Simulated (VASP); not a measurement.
Wanted: the native input for a VASP 6.6.1 run.

```yaml
Task: single point
Functional: r2SCAN
Potentials_or_basis: VASP PAW PBE potentials, release 64 (Cu, Al)
Cutoff: 520 eV
k_mesh: 9 × 9 × 1
Occupations: gaussian, width 0.1 eV
Spin: no spin polarisation
Dipole_correction: yes
Further_INCAR_settings: ALGO = Normal; EDIFF = 1e-06; NBANDS = 42
```

The system is Al3Cu2, a slab with vacuum.

```xyz
10
Lattice="4.0547 0.0000 0.0000 0.0000 4.0547 0.0000 0.0000 0.0000 23.6010" Properties=species:S:1:pos:R:3 pbc="T T T"
Cu    0.0000    0.0000    7.6178
Cu    2.0274    2.0274   10.3818
Cu    0.0000    0.0000   13.2193
Cu    2.0274    2.0274   15.9827
Al    0.0000    2.0274    8.9298
Al    2.0274    0.0000    8.9298
Al    2.0274    0.0000   11.8005
Al    0.0000    2.0274   11.8005
Al    0.0000    2.0274   14.6713
Al    2.0274    0.0000   14.6713
```

These files were run (other wordings do the same):

POSCAR

```
Al3Cu2
1.0
    4.0547150342      0.0000000000      0.0000000000
    0.0000000000      4.0547150342      0.0000000000
    0.0000000000      0.0000000000     23.6009625446
Cu Al
4 6
Direct
    0.0000000000      0.0000000000      0.3227738875
    0.5000000000      0.5000000000      0.4398887473
    0.0000000000      0.0000000000      0.5601178324
    0.5000000000      0.5000000000      0.6772064897
    0.0000000000      0.5000000000      0.3783644124
    0.5000000000      0.0000000000      0.3783644124
    0.5000000000      0.0000000000      0.5000013631
    0.0000000000      0.5000000000      0.5000013631
    0.0000000000      0.5000000000      0.6216407460
    0.5000000000      0.0000000000      0.6216407460
```

INCAR.step1

```
ALGO = Normal ; DIPOL = 0.5 0.5 0.500
EDIFF = 1E-4 ; ENCUT = 520
GGA = PE ; IDIPOL = 3
ISMEAR = 0 ; LASPH = T
LCHARG = F ; LDIPOL = T
LREAL = F ; LWAVE = T
NBANDS = 42 ; NELM = 60
PREC = Accurate ; SIGMA = 0.1
```

INCAR.step2

```
ALGO = Normal ; DIPOL = 0.5 0.5 0.500
EDIFF = 1E-6 ; ENCUT = 520
IDIPOL = 3 ; ISIF = 2
ISMEAR = 0 ; ISTART = 1
LASPH = T ; LCHARG = F
LDIPOL = T ; LMIXTAU = T
LREAL = F ; LWAVE = F
METAGGA = R2SCAN ; NBANDS = 42
NELM = 60 ; PREC = Accurate
SIGMA = 0.1
```

KPOINTS

```
k-points
0
Gamma
  9 9 1
```

Potentials or basis: VASP PAW PBE potentials, release 64 (Cu, Al).

Launch:

```sh
$ cat potpaw_PBE.64/Cu/POTCAR potpaw_PBE.64/Al/POTCAR > POTCAR
$ cp INCAR.step1 INCAR
$ mpirun -np 1 vasp_std > vasp.out
$ cp INCAR.step2 INCAR
$ mpirun -np 1 vasp_std > vasp.out
```

Results of the run:

```json
{
  "Largest force": "0.015 eV/Å",
  "Band gap on the k mesh": "zero (bands 31 and 32 overlap by 1.97 eV)"
}
```

Caveat: the PAW data sets were made with another functional, which shifts forces and pressure a little.

Run time: 19 min on 1 thread of Intel(R) Xeon(R) 6975P-C (Granite Rapids), on a shared host, peak memory 0.53 GiB.
